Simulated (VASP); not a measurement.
# ZnO in VASP: notebook

ZnO is run at these levels: PBE, r2SCAN; tasks: single point.

Everything below comes from runs of VASP 6.6.1. Logs are shortened: lines on timing, memory, paths and dates and some standing lists are left out, and cuts for length are marked.

## 1. The cell of the first run

It takes space group Fm-3m (No. 225, cubic). Conventional cell: a = 4.379 Å, b = 4.379 Å, c = 4.379 Å, α = 90.00°, β = 90.00°, γ = 90.00°. Within 2.9 Å of Zn (site symmetry m-3m) lie 6 O at 2.19 Å. O (site symmetry m-3m) has 6 Zn at 2.19 Å within 2.9 Å.

## 2. Single point, PBE (strain +2.6%)

File INCAR:

```
ALGO = Normal
EDIFF = 1E-7
ENCUT = 520
GGA = PE
ISIF = 2
ISMEAR = -1
LASPH = True
LCHARG = True
LELF = True
LREAL = False
LVHAR = True
LWAVE = False
NBANDS = 16
NELM = 80
PREC = Accurate
SIGMA = 0.02
```

File KPOINTS:

```
k-points
0
Gamma
  10 10 10
```

File POSCAR:

```
ZnO
1.0
    0.0000000000      2.1896751807      2.1896751807
    2.1896751807      0.0000000000      2.1896751807
    2.1896751807      2.1896751807      0.0000000000
Zn O
1 1
Direct
    0.0000000000      0.0000000000      0.0000000000
    0.5000000000      0.5000000000      0.5000000000
```

Potentials or basis: VASP PAW PBE potentials, release 64 (Zn, O).

On the command line:

```sh
$ cat potpaw_PBE.64/Zn/POTCAR potpaw_PBE.64/O/POTCAR > POTCAR
$ mpirun -np 1 vasp_std > vasp.out
```

OUTCAR:

```text
EDIFF = 1E-7
   ENCUT = 520
   GGA = PE
   ISIF = 2
   ISMEAR = -1
   LASPH = True
   LREAL = False
   NELM = 80
   PREC = Accurate

 ion  position               nearest neighbor table
   1  0.000  0.000  0.000-   2 2.19   2 2.19   2 2.19   2 2.19   2 2.19   2 2.19
   2  0.500  0.500  0.500-   1 2.19   1 2.19   1 2.19   1 2.19   1 2.19   1 2.19

  LATTYP: Found a face centered cubic cell.
 ALAT       =     4.3793503614

  Lattice vectors:

 A1 = (   0.0000000000,   2.1896751807,   2.1896751807)
 A2 = (   2.1896751807,   0.0000000000,   2.1896751807)
 A3 = (   2.1896751807,   2.1896751807,   0.0000000000)

Analysis of symmetry for initial positions (statically):
=====================================================================
 Subroutine PRICEL returns:
 Original cell was already a primitive cell.

 Routine SETGRP: Setting up the symmetry group for a
 face centered cubic supercell.

 Subroutine GETGRP returns: Found 48 space group operations
 (whereof 48 operations were pure point group operations)
 out of a pool of 48 trial point group operations.

The static configuration has the point symmetry O_h .

Analysis of symmetry for dynamics (positions and initial velocities):
=====================================================================
 Subroutine PRICEL returns:
 Original cell was already a primitive cell.

 Routine SETGRP: Setting up the symmetry group for a
 face centered cubic supercell.

 Subroutine GETGRP returns: Found 48 space group operations
 (whereof 48 operations were pure point group operations)
 out of a pool of 48 trial point group operations.

The dynamic configuration has the point symmetry O_h .

 Subroutine INISYM returns: Found 48 space group operations
 (whereof 48 operations are pure point group operations),
 and found     1 'primitive' translations

----------------------------------------------------------------------------------------

                                     Primitive cell

  volume of cell :      20.9976

  direct lattice vectors                    reciprocal lattice vectors
     0.000000000  2.189675181  2.189675181    -0.228344370  0.228344370  0.228344370
     2.189675181  0.000000000  2.189675181     0.228344370 -0.228344370  0.228344370
     2.189675181  2.189675181  0.000000000     0.228344370  0.228344370 -0.228344370

  length of vectors
     3.096668338  3.096668338  3.096668338     0.395504051  0.395504051  0.395504051

  position of ions in fractional coordinates (direct lattice)
     0.000000000  0.000000000  0.000000000
     0.500000000  0.500000000  0.500000000

  ion indices of the primitive-cell ions
   primitive index   ion index
                 1           1
                 2           2

----------------------------------------------------------------------------------------

 KPOINTS: k-points

Automatic generation of k-mesh.
 Grid dimensions read from file:
 generate k-points for:   10   10   10

 Generating k-lattice:

  Cartesian coordinates                     Fractional coordinates (reciprocal lattice)
    -0.022834437  0.022834437  0.022834437     0.100000000  0.000000000  0.000000000
     0.022834437 -0.022834437  0.022834437     0.000000000  0.100000000  0.000000000
     0.022834437  0.022834437 -0.022834437     0.000000000  0.000000000  0.100000000

  Length of vectors
     0.039550405  0.039550405  0.039550405

  Shift w.r.t. Gamma in fractional coordinates (k-lattice)
     0.000000000  0.000000000  0.000000000

 Subroutine IBZKPT returns following result:
 ===========================================

 Found     47 irreducible k-points:

 Following reciprocal coordinates:
            Coordinates               Weight
  0.000000  0.000000  0.000000      1.000000
  0.100000  0.000000  0.000000      8.000000
  0.200000  0.000000  0.000000      8.000000
  0.300000  0.000000  0.000000      8.000000
  0.400000  0.000000  0.000000      8.000000
  0.500000  0.000000  0.000000      4.000000
[... 16 lines left out ...]
  0.300000  0.300000  0.000000      6.000000
  0.400000  0.300000  0.000000     24.000000
 [... further k-points ...]
   k-points           NKPTS =     47   k-points in BZ     NKDIM =     47   number of bands    NBANDS=     16
   number of dos      NEDOS =    301   number of ions     NIONS =      2
   total plane-waves  NPLWV =  13824
   dimension x,y,z NGX =    24 NGY =   24 NGZ =   24
   dimension x,y,z NGXF=    48 NGYF=   48 NGZF=   48
   ions per type =               1   1
   NGX,Y,Z   is equivalent  to a cutoff of  12.88, 12.88, 12.88 a.u.
   NGXF,Y,Z  is equivalent  to a cutoff of  25.77, 25.77, 25.77 a.u.
 SYSTEM =  unknown system
   PREC   = accura    normal or accurate (medium, high low for compatibility)
   ISTART =      0    job   : 0-new  1-cont  2-samecut
   ICHARG =      2    charge: 1-file 2-atom 10-const
   ISPIN  =      1    spin polarized calculation?
   LNONCOLLINEAR =      F non collinear calculations
   LSORBIT =      F    spin-orbit coupling
   LASPH  =      T    aspherical Exc in radial PAW
   ENCUT  =  520.0 eV  38.22 Ry    6.18 a.u.   5.76  5.76  5.76*2*pi/ulx,y,z
   NELM   =     80;   NELMIN=  2; NELMDL= -5     # of ELM steps
   EDIFF  = 0.1E-06   stopping-criterion for ELM
   LREAL  =      F    real-space projection
   EDIFFG = 0.1E-05   stopping-criterion for IOM
   NSW    =      0    number of steps for IOM
   IBRION =     -1    ionic relax: 0-MD 1-quasi-New 2-CG
   NFREE  =      0    steps in history (QN), initial steepest desc. (CG)
   ISIF   =      2    stress and relaxation
   ISYM   =      2    0-nonsym 1-usesym 2-fastsym
   POTIM  = 0.5000    time-step for ionic-motion
   TEBEG  =    0.0;   TEEND  =   0.0 temperature during run
   PSTRESS=    0.0 pullay stress
   NELECT =      18.0000    total number of electrons
   NUPDOWN=      -1.0000    fix difference up-down
   EMIN   =  10.00;   EMAX   =-10.00  energy-range for DOS
   EFERMI =   0.00;   METHOD = LEGACY
   ISMEAR =    -1;   SIGMA  =   0.02  broadening in eV -4-tet -1-fermi 0-gaus
   EFERMI_NEDOS =   21; number of points for ismear=-14 and -15
   IALGO  =     38    algorithm
   IMIX   =      4    mixing-type and parameters
     AMIX     =   0.40;   BMIX     =  1.00
     AMIX_MAG =   1.60;   BMIX_MAG =  1.00
  volume/ion in A,a.u.               =      10.50        70.85
  Fermi-wavevector in a.u.,A,eV,Ry     =   1.555163  2.938832 32.906134  2.418533
  Thomas-Fermi vector in A             =   2.659144
   LORBIT       =      0    0 simple, 1 ext, 2 COOP (PROOUT), +10 PAW based schemes
   GGA     = PE    functional components
   LHFCALC =     F    Hartree Fock is set to
   AEXX    =    0.0000 exact exchange contribution
   IVDW    =     0    specifies the selected vdW correction
   LEPSILON=     F    determine dielectric tensor
   LRPA    =     F    only Hartree local field effects (RPA)
 non-spin polarized calculation
  energy-cutoff  :      520.00
  volume of cell :       21.00
 maximum number of plane-waves:       588
   NGX = 11   NGY = 11   NGZ = 11

 number of electron      17.9999998 magnetization

 Free energy of the ion-electron system (eV)
  ---------------------------------------------------
  ext. energy  EPLUGINS =         0.00000000
  ---------------------------------------------------
  free energy    TOTEN  =        -8.62472855 eV

  energy without entropy =       -8.62472855  energy(sigma->0) =       -8.62472855

 E-fermi :   2.3608     XC(G=0): -11.9078

 val. band max:        2.0466991040   @ k =   0.5000   0.0000   0.0000
 cond. band min:       2.6233226570   @ k =   0.0000   0.0000   0.0000
 fundamental gap:      0.5766235530
 Fermi energy:         2.3607969813

 k-point     1 :       0.0000    0.0000    0.0000
  band No.  band energies     occupation
      1     -15.9420      2.00000
      2      -2.7108      2.00000
      3      -2.7108      2.00000
      4      -2.7108      2.00000
      5      -2.5250      2.00000
      6      -2.5250      2.00000
[... 8 lines left out ...]
     15      20.5006      0.00000
     16      20.5006      0.00000

 k-point     2 :       0.1000    0.0000    0.0000
  band No.  band energies     occupation
      1     -15.8453      2.00000
      2      -2.7714      2.00000
      3      -2.7187      2.00000
      4      -2.7187      2.00000
      5      -2.5971      2.00000
      6      -2.5971      2.00000
[... 8 lines left out ...]
     15      20.9085      0.00000
     16      20.9085      0.00000

 k-point     3 :       0.2000    0.0000    0.0000
  band No.  band energies     occupation
      1     -15.5792      2.00000
      2      -3.0767      2.00000
      3      -2.9310      2.00000
      4      -2.9310      2.00000
      5      -2.5636      2.00000
      6      -2.5636      2.00000
[... 8 lines left out ...]
     15      21.8179      0.00000
     16      21.8179      0.00000

 k-point     4 :       0.3000    0.0000    0.0000
  band No.  band energies     occupation
      1     -15.2201      2.00000
      2      -3.7819      2.00000
      3      -3.2065      2.00000
      4      -3.2065      2.00000
      5      -2.4648      2.00000
      6      -2.4648      2.00000
[... 8 lines left out ...]
     15      23.1832      0.00000
     16      23.1832      0.00000
[... 324 lines left out ...]
 k-point    22 :      -0.2000    0.2000    0.0000
  band No.  band energies     occupation
      1     -15.1248      2.00000
      2      -3.7870      2.00000
      3      -3.2812      2.00000
      4      -3.0519      2.00000
      5      -2.5333      2.00000
      6      -2.3493      2.00000
[... 8 lines left out ...]
     15      23.1354      0.00000
     16      24.2413      0.00000

 k-point    23 :       0.3000    0.3000    0.0000
  band No.  band energies     occupation
      1     -15.0785      2.00000
      2      -3.7178      2.00000
      3      -2.9448      2.00000
      4      -2.5467      2.00000
      5      -2.5467      2.00000
      6      -2.4114      2.00000
[... 8 lines left out ...]
     15      28.3549      0.00000
     16      28.9952      0.00000

 k-point    24 :       0.4000    0.3000    0.0000
  band No.  band energies     occupation
      1     -14.8754      2.00000
      2      -3.6895      2.00000
      3      -3.0368      2.00000
      4      -2.6460      2.00000
      5      -2.4754      2.00000
      6      -2.3249      2.00000
[... 8 lines left out ...]
     15      28.6335      0.00000
     16      28.6810      0.00000

 [... further k-points ...]

------------------------ aborting loop because EDIFF is reached ----------------------------------------

  FORCE on cell =-STRESS in cart. coord.  units (eV):
  Direction    XX          YY          ZZ          XY          YZ          ZX
  --------------------------------------------------------------------------------------
  -------------------------------------------------------------------------------------
  Total       -0.5785213     -0.5785213     -0.5785213     -0.0000000      0.0000000     -0.0000000
  in kB      -44.1428970    -44.1428970    -44.1428970     -0.0000000      0.0000000     -0.0000000
  external PRESSURE =     -44.1428970 kB  Pullay stress =       0.0000000 kB

 VOLUME and BASIS-vectors are now :
 -----------------------------------------------------------------------------
  energy-cutoff  :      520.00
  volume of cell :       21.00
      direct lattice vectors                 reciprocal lattice vectors
     0.000000000  2.189675181  2.189675181    -0.228344370  0.228344370  0.228344370
     2.189675181  0.000000000  2.189675181     0.228344370 -0.228344370  0.228344370
     2.189675181  2.189675181  0.000000000     0.228344370  0.228344370 -0.228344370

 POSITION                                       TOTAL-FORCE (eV/Angst)
 -----------------------------------------------------------------------------------
      0.00000      0.00000      0.00000         0.000000      0.000000      0.000000
      2.18968      2.18968      2.18968         0.000000      0.000000     -0.000000
 -----------------------------------------------------------------------------------
    total drift:                                0.000000     -0.000000     -0.000000

  FREE ENERGIE OF THE ION-ELECTRON SYSTEM (eV)
  ---------------------------------------------------
  free  energy   TOTEN  =        -8.6247285498 eV

  energy  without entropy=       -8.6247285472  energy(sigma->0) =       -8.62472855
```

It took 9.1 s on 1 thread of AMD EPYC 9R45 (Zen 5), shared host; peak memory 0.11 GiB.

Results:

| Quantity | Value |
| --- | --- |
| Free energy | -8.6247 eV |
| Pressure | -4.4 GPa |
| Band gap on the k mesh | 0.58 eV, indirect (least direct gap 1.70 eV) |

Caveat: the cell differs from its parent crystal (strain +2.6%). A k mesh can miss the band edges.

## 3. Single point, r2SCAN (strain +2.6%)

POSCAR is that of step 2.

File INCAR.step1:

```
PREC = Accurate
ENCUT = 520
ISMEAR = 0
SIGMA = 0.01
LREAL = False
LASPH = True
NELM = 100
NBANDS = 16
GGA = PE
ALGO = Normal
EDIFF = 1E-4
LWAVE = True
LCHARG = False
```

File INCAR.step2:

```
PREC = Accurate
ENCUT = 520
EDIFF = 1E-6
ISMEAR = 0
SIGMA = 0.01
LREAL = False
LASPH = True
NELM = 100
ALGO = Normal
ISIF = 2
LWAVE = False
LCHARG = True
METAGGA = R2SCAN
LMIXTAU = True
LELF = True
LVHAR = True
NBANDS = 16
ISTART = 1
```

File KPOINTS:

```
regular mesh
0
Gamma
  10 10 10
```

Potentials or basis: VASP PAW PBE potentials, release 64 (Zn, O).

On the command line:

```sh
$ cat potpaw_PBE.64/Zn/POTCAR potpaw_PBE.64/O/POTCAR > POTCAR
$ cp INCAR.step1 INCAR
$ mpirun -np 1 vasp_std > vasp.out
$ cp INCAR.step2 INCAR
$ mpirun -np 1 vasp_std > vasp.out
```

Wall time 36 s (1 thread of AMD EPYC 9R45 (Zen 5), shared host); peak memory 0.12 GiB.

It converged, with:

```yaml
Free_energy: -17.8954 eV
Pressure: -11.5 GPa
Band_gap_on_the_k_mesh: 1.18 eV, indirect (least direct gap 2.33 eV)
```

Levels at points of the mesh, in eV from the valence-band top:
```tsv
k point	band 5	band 6	band 7	band 8	band 9	band 10	band 11	band 12	band 13	band 14
(0.00, 0.00, 0.00)	-4.66	-4.66	-1.15	-1.15	-1.15	1.18	18.36	18.36	18.36	18.97
(0.50, 0.00, 0.00)	-4.47	-4.47	-3.59	0.00	0.00	6.05	9.34	13.35	13.35	19.53
(0.50, 0.50, 0.00)	-4.38	-4.38	-4.16	-2.48	-2.48	4.66	11.19	11.78	15.83	15.83
```

Caveat: the cell differs from its parent crystal (strain +2.6%); the PAW data sets were made with another functional, which shifts forces and pressure a little.

## 4. Single point, PBE (uniaxial z strain +2.1%)

File INCAR:

```
SYSTEM = ZnO
PREC = Accurate ; ENCUT = 520
EDIFF = 1E-6 ; ISMEAR = -1
SIGMA = 0.02 ; LREAL = .FALSE.
LASPH = .TRUE. ; NELM = 80
ALGO = Normal ; ISIF = 2
LWAVE = .FALSE. ; LCHARG = .TRUE.
GGA = PE ; LELF = .TRUE.
LVHAR = .TRUE. ; NBANDS = 16
```

File KPOINTS:

```
regular mesh
0
G
  10 10 10
  0 0 0
```

File POSCAR:

```
ZnO
1.0
    0.0000000000      2.1337703963      2.1792197058
    2.1337703963      0.0000000000      2.1792197058
    2.1337703963      2.1337703963      0.0000000000
Zn O
1 1
Direct
    0.0000000000      0.0000000000      0.0000000000
    0.5000000000      0.5000000000      0.5000000000
```

On the command line:

```sh
$ cat potpaw_PBE.64/Zn/POTCAR potpaw_PBE.64/O/POTCAR > POTCAR
$ mpirun -np 1 vasp_std > vasp.out
```

Wall time 16 s (1 thread of AMD EPYC 9R45 (Zen 5), shared host); peak memory 0.13 GiB.

It converged, with:

- Free energy: -8.6212 eV
- Pressure: 5.1 GPa
- Band gap on the k mesh: 0.76 eV, indirect (least direct gap 2.08 eV)

Stress tensor (GPa, compression positive):
```
5.85 0.00 0.00
0.00 5.85 0.00
0.00 0.00 3.59
```

Levels at points of the mesh, in eV from the valence-band top:
| k point | band 5 | band 6 | band 7 | band 8 | band 9 | band 10 | band 11 | band 12 | band 13 | band 14 |
| --- | --- | --- | --- | --- | --- | --- | --- | --- | --- | --- |
| (0.00, 0.00, 0.00) | -4.71 | -4.67 | -1.42 | -1.42 | -1.31 | 0.76 | 17.78 | 17.88 | 17.88 | 18.21 |
| (0.50, 0.00, 0.00) | -4.50 | -4.47 | -3.66 | -0.12 | 0.00 | 5.35 | 8.92 | 12.48 | 12.91 | 19.10 |
| (0.50, 0.50, 0.00) | -4.38 | -4.38 | -4.11 | -2.75 | -2.75 | 4.12 | 10.34 | 11.36 | 15.40 | 15.40 |
| (0.50, 0.00, 0.50) | -4.39 | -4.35 | -4.06 | -2.92 | -2.72 | 4.10 | 10.63 | 11.10 | 14.92 | 15.34 |

Caveat: the cell differs from its parent crystal (uniaxial z strain +2.1%). A k mesh can miss the band edges.

(Part 1 of 2 ends here.)
